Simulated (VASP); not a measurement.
# Rb (I4/mmm) in VASP: a series of runs

Aim: see how the results for Rb move with the level of theory and the settings. Levels: BLYP+D3(BJ), PBEsol+D3(BJ), LDA. Tasks: single point, relaxation of cell and atoms.

All numbers are computed with VASP 6.6.1; they aren't measurements. Logs are shortened: lines on timing, memory, paths and dates and some standing lists are left out, and cuts for length are marked.

## Step 1: The cell of the first run

It takes space group I4/mmm (No. 139, tetragonal). The conventional cell has a = 5.601 Å, b = 5.601 Å, c = 5.084 Å, α = 90.00°, β = 90.00°, γ = 90.00°.

## Step 2: Single point, BLYP+D3(BJ)

Input file INCAR:

```
SYSTEM = Rb
AGGAC = 1.0
AGGAX = 1.0
ALDAC = 0.0
ALDAX = 1.0
ALGO = Normal
EDIFF = 1E-6
ENCUT = 520
GGA = B5
ISIF = 2
ISMEAR = 0
IVDW = 12
LASPH = .True.
LCHARG = .False.
LREAL = .False.
LWAVE = .False.
NBANDS = 10
NELM = 100
PREC = Accurate
SIGMA = 0.1
VDW_A1 = 0.4298
VDW_A2 = 4.2359
VDW_S6 = 1.0
VDW_S8 = 2.6996
```

Input file KPOINTS:

```
k-points
0
Gamma
  5 5 5
  0 0 0
```

Input file POSCAR:

```
Rb
1.0
    4.7058818266     -0.0387031810      0.0000001492
   -1.9243077340      4.2946317010      0.0000001492
   -1.3907871735     -2.1279644546      3.9603408970
Rb
1
Direct
    0.0000000000      0.0000000000      0.0000000000
```

Potentials or basis: VASP PAW PBE potentials, release 64 (Rb_sv).

Started as:

```sh
$ cat potpaw_PBE.64/Rb_sv/POTCAR > POTCAR
$ mpirun -np 1 vasp_std > vasp.out
```

OUTCAR:

```text
SYSTEM = Rb
   EDIFF = 1E-6
   ENCUT = 520
   GGA = B5
   ISIF = 2
   ISMEAR = 0
   IVDW = 12
   LASPH = .True.
   LREAL = .False.
   NELM = 100
   PREC = Accurate
 IVDW          = 12

 ion  position               nearest neighbor table
   1  0.000  0.000  0.000-

  LATTYP: Found a body centered tetragonal cell.
 ALAT       =     5.6007680192
 C/A-ratio  =     0.9077857848

  Lattice vectors:

 A1 = (   4.7058818266,  -0.0387031810,   0.0000001492)
 A2 = (  -1.9243077340,   4.2946317010,   0.0000001492)
 A3 = (  -1.3907871735,  -2.1279644546,   3.9603408970)

Analysis of symmetry for initial positions (statically):
=====================================================================
 Subroutine PRICEL returns:
 Original cell was already a primitive cell.

 Routine SETGRP: Setting up the symmetry group for a
 body centered tetragonal supercell.

 Subroutine GETGRP returns: Found 16 space group operations
 (whereof 16 operations were pure point group operations)
 out of a pool of 16 trial point group operations.

The static configuration has the point symmetry D_4h.

Analysis of symmetry for dynamics (positions and initial velocities):
=====================================================================
 Subroutine PRICEL returns:
 Original cell was already a primitive cell.

 Routine SETGRP: Setting up the symmetry group for a
 body centered tetragonal supercell.

 Subroutine GETGRP returns: Found 16 space group operations
 (whereof 16 operations were pure point group operations)
 out of a pool of 16 trial point group operations.

The dynamic configuration has the point symmetry D_4h.

 Subroutine INISYM returns: Found 16 space group operations
 (whereof 16 operations are pure point group operations),
 and found     1 'primitive' translations

----------------------------------------------------------------------------------------

                                     Primitive cell

  volume of cell :      79.7437

  direct lattice vectors                    reciprocal lattice vectors
     4.705881827 -0.038703181  0.000000149     0.213286009  0.095567659  0.126251765
    -1.924307734  4.294631701  0.000000149     0.001922128  0.233710086  0.126251765
    -1.390787173 -2.127964455  3.960340897    -0.000000008 -0.000000012  0.252503506

  length of vectors
     4.706040980  4.706040980  4.706040980     0.265638113  0.265638113  0.252503506

  position of ions in fractional coordinates (direct lattice)
     0.000000000  0.000000000  0.000000000

  ion indices of the primitive-cell ions
   primitive index   ion index
                 1           1

----------------------------------------------------------------------------------------

 KPOINTS: k-points

Automatic generation of k-mesh.
 Grid dimensions read from file:
 generate k-points for:    5    5    5

 Generating k-lattice:

  Cartesian coordinates                     Fractional coordinates (reciprocal lattice)
     0.042657202  0.019113532  0.025250353     0.200000000 -0.000000000  0.000000000
     0.000384426  0.046742017  0.025250353     0.000000000  0.200000000 -0.000000000
    -0.000000002 -0.000000002  0.050500701     0.000000000 -0.000000000  0.200000000

  Length of vectors
     0.053127623  0.053127623  0.050500701

  Shift w.r.t. Gamma in fractional coordinates (k-lattice)
     0.000000000  0.000000000  0.000000000

 Subroutine IBZKPT returns following result:
 ===========================================

 Found     18 irreducible k-points:

 Following reciprocal coordinates:
            Coordinates               Weight
  0.000000  0.000000  0.000000      1.000000
  0.200000  0.000000 -0.000000      8.000000
  0.400000 -0.000000 -0.000000      8.000000
  0.200000  0.200000 -0.000000      8.000000
  0.400000  0.200000 -0.000000     16.000000
 -0.400000  0.200000  0.000000     16.000000
[... 10 lines left out ...]
 -0.400000  0.400000  0.400000      4.000000
 -0.400000 -0.400000  0.400000      2.000000
   k-points           NKPTS =     18   k-points in BZ     NKDIM =     18   number of bands    NBANDS=     10
   number of dos      NEDOS =    301   number of ions     NIONS =      1
   total plane-waves  NPLWV =  46656
   dimension x,y,z NGX =    36 NGY =   36 NGZ =   36
   dimension x,y,z NGXF=    72 NGYF=   72 NGZF=   72
   ions per type =               1
   NGX,Y,Z   is equivalent  to a cutoff of  12.72, 12.72, 12.72 a.u.
   NGXF,Y,Z  is equivalent  to a cutoff of  25.43, 25.43, 25.43 a.u.
 SYSTEM =  Rb
   PREC   = accura    normal or accurate (medium, high low for compatibility)
   ISTART =      0    job   : 0-new  1-cont  2-samecut
   ICHARG =      2    charge: 1-file 2-atom 10-const
   ISPIN  =      1    spin polarized calculation?
   LNONCOLLINEAR =      F non collinear calculations
   LSORBIT =      F    spin-orbit coupling
   LASPH  =      T    aspherical Exc in radial PAW
   ENCUT  =  520.0 eV  38.22 Ry    6.18 a.u.   8.75  8.75  8.75*2*pi/ulx,y,z
[... 27 lines left out ...]
   LHFCALC =     F    Hartree Fock is set to
   AEXX    =    0.0000 exact exchange contribution
   IVDW    =    12    specifies the selected vdW correction
   LEPSILON=     F    determine dielectric tensor
   LRPA    =     F    only Hartree local field effects (RPA)
 non-spin polarized calculation
 Gauss-broadening in eV      SIGMA  =   0.10
  energy-cutoff  :      520.00
  volume of cell :       79.74
 maximum number of plane-waves:      2170
   NGX = 17   NGY = 17   NGZ = 17

 number of electron       9.0000000 magnetization

 Free energy of the ion-electron system (eV)
  ---------------------------------------------------
  ext. energy  EPLUGINS =         0.00000000
  ---------------------------------------------------
  free energy    TOTEN  =        -0.59002376 eV

  energy without entropy =       -0.58327775  energy(sigma->0) =       -0.58665075

 E-fermi :   0.7741     XC(G=0):  -5.3977

 val. band max:        0.7544433547   @ k =  -0.4000   0.4000   0.2000
 cond. band min:       0.8056030252   @ k =  -0.2000   0.4000   0.2000
 fundamental gap:      0.0511596705
 Fermi energy:         0.7741089906

 k-point     1 :       0.0000    0.0000    0.0000
  band No.  band energies     occupation
      1     -28.2036      2.00000
      2     -12.2821      2.00000
      3     -12.2821      2.00000
      4     -12.2802      2.00000
      5      -1.3810      2.00000
      6       4.0142      0.00000
      7       4.5468      0.00000
      8       4.5468      0.00000
      9       5.0062      0.00000
     10       5.7443      0.00000

 k-point     2 :       0.2000    0.0000   -0.0000
  band No.  band energies     occupation
      1     -28.2007      2.00000
      2     -12.3347      2.00000
      3     -12.3000      2.00000
      4     -12.2839      2.00000
      5      -0.8382      2.00000
      6       3.6995      0.00000
      7       3.7149      0.00000
      8       4.7845      0.00000
      9       5.1562      0.00000
     10       5.3764      0.00000

 k-point     3 :       0.4000   -0.0000   -0.0000
  band No.  band energies     occupation
      1     -28.1960      2.00000
      2     -12.4184      2.00000
      3     -12.3287      2.00000
      4     -12.2881      2.00000
      5       0.5018      1.99988
      6       2.2985      0.00000
      7       3.1580      0.00000
      8       5.2342      0.00000
      9       5.7623      0.00000
     10       6.1467      0.00000

 k-point     4 :       0.2000    0.2000   -0.0000
  band No.  band energies     occupation
      1     -28.1968      2.00000
      2     -12.3946      2.00000
      3     -12.3209      2.00000
      4     -12.3006      2.00000
      5       0.1740      2.00000
      6       2.8122      0.00000
      7       3.0898      0.00000
      8       5.0164      0.00000
      9       5.3226      0.00000
     10       6.1043      0.00000
[... 144 lines left out ...]
 k-point    16 :      -0.2000   -0.2000    0.2000
  band No.  band energies     occupation
      1     -28.1977      2.00000
      2     -12.3549      2.00000
      3     -12.3178      2.00000
      4     -12.3178      2.00000
      5      -0.2326      2.00000
      6       3.6633      0.00000
      7       3.7493      0.00000
      8       3.7493      0.00000
      9       4.7377      0.00000
     10       6.2033      0.00000

 k-point    17 :      -0.4000    0.4000    0.4000
  band No.  band energies     occupation
      1     -28.1909      2.00000
      2     -12.3915      2.00000
      3     -12.3849      2.00000
      4     -12.3582      2.00000
      5       1.5565      0.00000
      6       2.1330      0.00000
      7       3.8677      0.00000
      8       3.9235      0.00000
      9       4.7741      0.00000
     10       6.4169      0.00000

 k-point    18 :      -0.4000   -0.4000    0.4000
  band No.  band energies     occupation
      1     -28.1906      2.00000
      2     -12.3838      2.00000
      3     -12.3838      2.00000
      4     -12.3753      2.00000
      5       1.9126      0.00000
      6       2.0194      0.00000
      7       3.8779      0.00000
      8       3.8779      0.00000
      9       4.2857      0.00000
     10       6.4533      0.00000

------------------------ aborting loop because EDIFF is reached ----------------------------------------

 Edisp (eV)   -0.29872

 E8    (eV) :    -0.2467

  FORCE on cell =-STRESS in cart. coord.  units (eV):
  Direction    XX          YY          ZZ          XY          YZ          ZX
  --------------------------------------------------------------------------------------
  -------------------------------------------------------------------------------------
  Total       0.00417     0.00187     0.00588    -0.00262    -0.00000    -0.00000
  in kB       0.08372     0.03757     0.11814    -0.05266    -0.00000    -0.00000
  external pressure =        0.08 kB  Pullay stress =        0.00 kB

 VOLUME and BASIS-vectors are now :
 -----------------------------------------------------------------------------
  energy-cutoff  :      520.00
  volume of cell :       79.74
      direct lattice vectors                 reciprocal lattice vectors
     4.705881827 -0.038703181  0.000000149     0.213286009  0.095567659  0.126251765
    -1.924307734  4.294631701  0.000000149     0.001922128  0.233710086  0.126251765
    -1.390787173 -2.127964455  3.960340897    -0.000000008 -0.000000012  0.252503506

 POSITION                                       TOTAL-FORCE (eV/Angst)
 -----------------------------------------------------------------------------------
      0.00000      0.00000      0.00000        -0.000000      0.000000      0.000000
 -----------------------------------------------------------------------------------
    total drift:                                0.000000      0.000000     -0.000000

  FREE ENERGIE OF THE ION-ELECTRON SYSTEM (eV)
  ---------------------------------------------------
  free  energy   TOTEN  =        -0.8887449014 eV

  energy  without entropy=       -0.8819988980  energy(sigma->0) =       -0.88537190
```

Run time: 30 s. Hardware: 1 thread of Intel Xeon Platinum 8375C at 2.90GHz (Ice Lake), shared host; peak memory 0.2 GiB.

What came out:

- Free energy: -0.8887 eV
- Pressure: 0.0 GPa
- Dispersion energy per atom: -0.299 eV

Caveat: the PAW data sets were made with another functional, which shifts forces and pressure a little; pairwise dispersion overbinds metals, which lowers pressure and volume.

## Step 3: Relaxation of cell and atoms, PBEsol+D3(BJ)

This run uses another cell than the first one, of 95.35 Å³/atom, 1.196 times its volume.

Input file INCAR:

```
SYSTEM = Rb
  PREC = Accurate
  ENCUT = 600
  EDIFF = 1E-7
  ISMEAR = 0
  SIGMA = 0.1
  LREAL = .FALSE.
  LASPH = .TRUE.
  NELM = 60
  ALGO = Normal
  ISIF = 3
  LWAVE = .FALSE.
  LCHARG = .FALSE.
  GGA = PS
  IVDW = 12
  IBRION = 2
  NSW = 80
  EDIFFG = -0.01
```

Input file KPOINTS:

```
Automatic mesh
0
G
  5 5 5
  0 0 0
```

Input file POSCAR:

```
Rb
1.0
    4.9915730000      0.0000000000      0.0000000000
   -2.0035305509      4.5718340243      0.0000000000
   -1.4940214929     -2.2859174227      4.1783109422
Rb
1
Direct
    0.0000000000      0.0000000000      0.0000000000
```

Potentials or basis: VASP PAW PBE potentials, release 64 (Rb_sv).

Started as:

```sh
$ cat potpaw_PBE.64/Rb_sv/POTCAR > POTCAR
$ mpirun -np 1 vasp_std > vasp.out
```

Run time: 1.7 min. Hardware: 1 thread of Intel Xeon Platinum 8375C at 2.90GHz (Ice Lake), shared host; peak memory 0.26 GiB.

It converged, with:

```yaml
Free_energy: -1.1691 eV
Relaxed_volume: 78.62 Å³/atom
Relaxed_cell: a = 4.684 Å, b = 4.684 Å, c = 4.684 Å, α = 106.92°, β = 106.92°, γ = 114.71°
Space_group_after_relaxing_to_0.05_Å: I4/mmm (No. 139)
Energy_gained_by_relaxing: 26.7 meV/atom
Ionic_steps: 9
Pressure_after_relaxing: 0.0 GPa
Dispersion_energy_per_atom: -0.140 eV
```

Step by step:
```tsv
step	energy change (eV)	largest force (eV/Å)	pressure (GPa)	volume (Å³)
1	0.0000	0.0000	-0.44	95.35
2	-0.0093	0.0000	-0.38	91.78
3	-0.0236	0.0000	-0.19	83.87
4	-0.0122	0.0000	0.54	69.45
5	-0.0266	0.0000	-0.02	79.41
6	-0.0266	0.0000	-0.01	78.89
7	-0.0266	0.0000	0.01	78.58
8	-0.0266	0.0000	0.01	78.59
9	-0.0267	0.0000	0.02	78.62
```

Final structure:
```
CELL_PARAMETERS angstrom
4.68402 -0.04276 0.00000
-1.91925 4.27297 0.00000
-1.38238 -2.11511 3.94426
ATOMIC_POSITIONS crystal
Rb 0.00000 0.00000 0.00000
```

Levels at points of the mesh, in eV from the Fermi level:
```csv
k point,band 3,band 4,band 5,band 6,band 7,band 8
"(0.00, 0.00, 0.00)",-12.80,-12.80,-2.16,3.47,4.05,4.05
```

Caveat: the volume moved by over 15 % at a fixed basis, so the end points are rough; the PAW data sets were made with another functional, which shifts forces and pressure a little; pairwise dispersion overbinds metals, which lowers pressure and volume.

## Step 4: Relaxation of cell and atoms, LDA

This run uses another cell than the first one, of 95.35 Å³/atom, 1.196 times its volume.

Input file INCAR:

```
SYSTEM = Rb
ALGO     = Normal         ! electronic algorithm
EDIFF    = 1E-6           ! SCF threshold, eV
EDIFFG   = -0.01          ! ionic threshold
ENCUT    = 600            ! plane-wave cutoff, eV
IBRION   = 2              ! ionic algorithm
ISIF     = 3              ! what is computed and relaxed
ISMEAR   = 0              ! smearing method
LASPH    = .TRUE.         ! aspherical terms in the spheres
LCHARG   = .FALSE.        ! write CHGCAR
LREAL    = .FALSE.        ! projectors in reciprocal space
LWAVE    = .FALSE.        ! write WAVECAR
NELM     = 100            ! most SCF steps
NSW      = 80             ! ionic steps
PREC     = Accurate       ! precision mode
SIGMA    = 0.1            ! smearing width, eV
```

Input file KPOINTS:

```
k-points
0
G
  5 5 5
  0 0 0
```

POSCAR is that of step 3.

Potentials or basis: VASP PAW LDA potentials, release 64 (Rb_sv).

Started as:

```sh
$ cat potpaw_LDA.64/Rb_sv/POTCAR > POTCAR
$ mpirun -np 1 vasp_std > vasp.out
```

It took 95 s on 1 thread of Intel Xeon Platinum 8375C at 2.90GHz (Ice Lake), shared host; peak memory 0.2 GiB.

The run converged. Its results:

| Quantity | Value |
| --- | --- |
| Free energy | -1.0729 eV |
| Relaxed volume | 76.80 Å³/atom |
| Relaxed cell | a = 4.647 Å, b = 4.647 Å, c = 4.647 Å, α = 107.00°, β = 107.00°, γ = 114.54° |
| Space group after relaxing (to 0.05 Å) | I4/mmm (No. 139) |
| Energy gained by relaxing | 35.3 meV/atom |
| Ionic steps | 8 |
| Pressure after relaxing | 0.0 GPa |

Step by step:
```tsv
step	energy change (eV)	largest force (eV/Å)	pressure (GPa)	volume (Å³)
1	0.0000	0.0000	-0.51	95.35
2	-0.0125	0.0000	-0.44	91.22
3	-0.0317	0.0000	-0.21	82.14
4	-0.0120	0.0000	0.75	65.84
5	-0.0352	0.0000	-0.03	77.70
6	-0.0353	0.0000	0.00	77.00
7	-0.0353	0.0000	0.02	76.66
8	-0.0353	0.0000	0.00	76.80
```

Final structure:
```
Rb
1.0
     4.64712   -0.03553    0.00000
    -1.89781    4.24209    0.00000
    -1.37466   -2.10328    3.90942
Rb
1
Direct
  0.00000 0.00000 0.00000
```

Levels at points of the mesh, in eV from the Fermi level:
```tsv
k point	band 1	band 2	band 3	band 4	band 5	band 6	band 7	band 8
(0.00, 0.00, 0.00)	-28.71	-12.79	-12.79	-12.79	-2.21	3.39	3.95	3.95
```

Caveat: the volume moved by over 15 % at a fixed basis, so the end points are rough.

## Step 5: Relaxation of cell and atoms, BLYP+D3(BJ)

This run uses another cell than the first one, of 95.35 Å³/atom, 1.196 times its volume.

Input file INCAR:

```
AGGAC = 1.0 ; AGGAX = 1.0
ALDAC = 0.0 ; ALDAX = 1.0
ALGO = Normal ; EDIFF = 1E-6
EDIFFG = -0.01 ; ENCUT = 600
GGA = B5 ; IBRION = 2
ISIF = 3 ; ISMEAR = 0
IVDW = 12 ; LASPH = T
LCHARG = F ; LREAL = F
LWAVE = F ; NELM = 60
NSW = 80 ; PREC = Accurate
SIGMA = 0.1 ; VDW_A1 = 0.4298
VDW_A2 = 4.2359 ; VDW_S6 = 1.0
VDW_S8 = 2.6996
```

Input file KPOINTS:

```
k-points
0
Gamma
  5 5 5
```

POSCAR is that of step 4.

Potentials or basis: VASP PAW PBE potentials, release 64 (Rb_sv).

Started as:

```sh
$ cat potpaw_PBE.64/Rb_sv/POTCAR > POTCAR
$ mpirun -np 1 vasp_std > vasp.out
```

Wall time 2.4 min (1 thread of Intel Xeon Platinum 8375C at 2.90GHz (Ice Lake), shared host); peak memory 0.26 GiB.

It converged, with:

* Free energy: -0.8888 eV
* Relaxed volume: 79.89 Å³/atom
* Relaxed cell: a = 4.708 Å, b = 4.708 Å, c = 4.708 Å, α = 107.10°, β = 107.10°, γ = 114.32°
* Space group after relaxing (to 0.05 Å): I4/mmm (No. 139)
* Energy gained by relaxing: 24.5 meV/atom
* Ionic steps: 5
* Pressure after relaxing: 0.0 GPa
* Dispersion energy per atom: -0.298 eV

The path:
```tsv
step	energy change (eV)	largest force (eV/Å)	pressure (GPa)	volume (Å³)
1	0.0000	0.0000	-0.44	95.35
2	-0.0091	0.0000	-0.37	91.78
3	-0.0241	0.0000	-0.07	81.59
4	-0.0244	0.0000	0.01	79.59
5	-0.0245	0.0000	0.00	79.89
```

Final structure:
```
Rb
1.0
     4.70783   -0.02705    0.00000
    -1.91442    4.30109    0.00000
    -1.39671   -2.13702    3.95560
Rb
1
Cartesian
  0.0000 0.0000 0.0000
```

Levels at points of the mesh, in eV from the Fermi level:
```tsv
k point	band 2	band 3	band 4	band 5	band 6	band 7	band 8
(0.00, 0.00, 0.00)	-13.06	-13.06	-13.06	-2.16	3.25	3.75	3.75
```

Caveat: the volume moved by over 15 % at a fixed basis, so the end points are rough; the PAW data sets were made with another functional, which shifts forces and pressure a little; pairwise dispersion overbinds metals, which lowers pressure and volume.

## Step 6: Overview

| task | level | potentials or basis | cell | cutoff (eV) | gap on the mesh (eV) | pressure (GPa) | relaxed volume (Å³/atom) |
| --- | --- | --- | --- | --- | --- | --- | --- |
| single point | BLYP+D3(BJ) | VASP PAW PBE potentials, release 64 (Rb_sv) | a = 4.706 Å, angles 107.0, 107.0, 114.6°, 1 atom | 520 | none | 0.0 | - |
| relaxation of cell and atoms | PBEsol+D3(BJ) | VASP PAW PBE potentials, release 64 (Rb_sv) | relaxed from a = 4.992 Å, angles 107.4, 107.4, 113.7°, 1 atom | 600 | none | 0.0 | 78.62 |
| relaxation of cell and atoms | LDA | VASP PAW LDA potentials, release 64 (Rb_sv) | relaxed from a = 4.992 Å, angles 107.4, 107.4, 113.7°, 1 atom | 600 | none | 0.0 | 76.80 |
| relaxation of cell and atoms | BLYP+D3(BJ) | VASP PAW PBE potentials, release 64 (Rb_sv) | relaxed from a = 4.992 Å, angles 107.4, 107.4, 113.7°, 1 atom | 600 | none | 0.0 | 79.89 |

Alike in all rows: no spin polarisation; k mesh 5 × 5 × 5; smearing gaussian 0.1 eV.

Caveats: the PAW data sets were made with another functional, which shifts forces and pressure a little (some runs); pairwise dispersion overbinds metals, which lowers pressure and volume (some runs); the volume moved by over 15 % at a fixed basis, so the end points are rough (some runs).

Total energies depend on the potentials used, so only differences within one code and one set of settings carry meaning.
